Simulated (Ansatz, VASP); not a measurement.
**One calculation of P, two programs**

INCAR

```
SYSTEM = P
PREC     = Accurate       ! precision mode
ENCUT    = 520            ! plane-wave cutoff, eV
EDIFF    = 1E-6           ! SCF threshold, eV
ISMEAR   = -1             ! smearing method
SIGMA    = 0.08           ! smearing width, eV
LREAL    = .FALSE.        ! projectors in reciprocal space
LASPH    = .TRUE.         ! aspherical terms in the spheres
NELM     = 100            ! most SCF steps
ALGO     = Normal         ! electronic algorithm
ISIF     = 2              ! what is computed and relaxed
LWAVE    = .FALSE.        ! write WAVECAR
LCHARG   = .FALSE.        ! write CHGCAR
GGA      = PS             ! functional
NBANDS   = 12             ! bands
```

The input KPOINTS:

```
regular mesh
0
G
  12 12 12
  0 0 0
```

File POSCAR:

```
P
1.0
    0.0000000000      2.1662043690      2.1662043690
    2.1662043690      0.0000000000      2.1662043690
    2.1662043690      2.1662043690      0.0000000000
P
2
Direct
   -0.1250000000     -0.1250000000     -0.1250000000
    0.1250000000      0.1250000000      0.1250000000
```

Input for Ansatz:

```yaml
crystal:
  lattice:
    - [0.0, 2.166204369, 2.166204369]
    - [2.166204369, 0.0, 2.166204369]
    - [2.166204369, 2.166204369, 0.0]
  atoms:
    - { symbol: P, position: [-0.125, -0.125, -0.125] }
    - { symbol: P, position: [0.125, 0.125, 0.125] }
kpoints:
  mp_grid: { grid: [12, 12, 12] }
scf:
  occupations: { method: fermi_dirac, width: 0.08 }
hamiltonian:
  xc: pbesol
  pseudopotentials: { kind: all_electron, lapw: { basis_error: 0.001 } }
output:
  forces: true
  stress: true
  eigenvalues: true
  populations: true
```

Change from the starting cell: volume scaled by 0.52, LAPW.

Alike in both runs: task single point; functional PBEsol; k mesh 12 × 12 × 12; occupations fermi-dirac, width 0.08 eV; no spin polarisation.

|  | VASP | Ansatz |
| --- | --- | --- |
| version | VASP 6.6.1 | Ansatz 0.2.0 |
| potentials or method | VASP PAW PBE potentials, release 64 (P), cutoff 520 eV | all-electron LAPW, scalar-relativistic |

Ansatz gave:

* pressure (GPa): 158.6

Question: Which values does VASP return?

Answer: Pressure (GPa): 158.1.

VASP's potentials were made for PBE, not for PBEsol. Both programs put the cell under a high pressure, so it lies far from rest at this level. Ansatz ran all-electron here, and VASP with PAW potentials.

Noted on VASP's run: the cell as given lies far from equilibrium.
